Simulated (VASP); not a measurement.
Runs of VASP 6.6.1 on TiAl. The structure is that of space group Pm-3m (No. 221), or close to it. The cells are those of the table. 

```csv
cell,gap on the mesh (eV),pressure (GPa)
"a = 3.433 Å, 2 atoms",none,-15.6
"a = 3.052, b = 3.052, c = 3.179 Å, 2 atoms",none,11.8
"a = 3.052, b = 3.052, c = 2.925 Å, 2 atoms",none,(a)
"a = 2.925, b = 2.925, c = 3.052 Å, 2 atoms",none,36.3
"a = 2.925 Å, 2 atoms",none,(b)
```

Alike in all rows: task single point; level PBE; potentials or basis VASP PAW PBE potentials, release 64 (Ti_sv, Al); no spin polarisation; k mesh 16 × 16 × 16; cutoff (eV) 520; smearing gaussian 0.15 eV.

Fill in the values left out.

(a) 26.9; (b) 47.2.

A gap of «none» marks levels without a gap at the run's occupations.
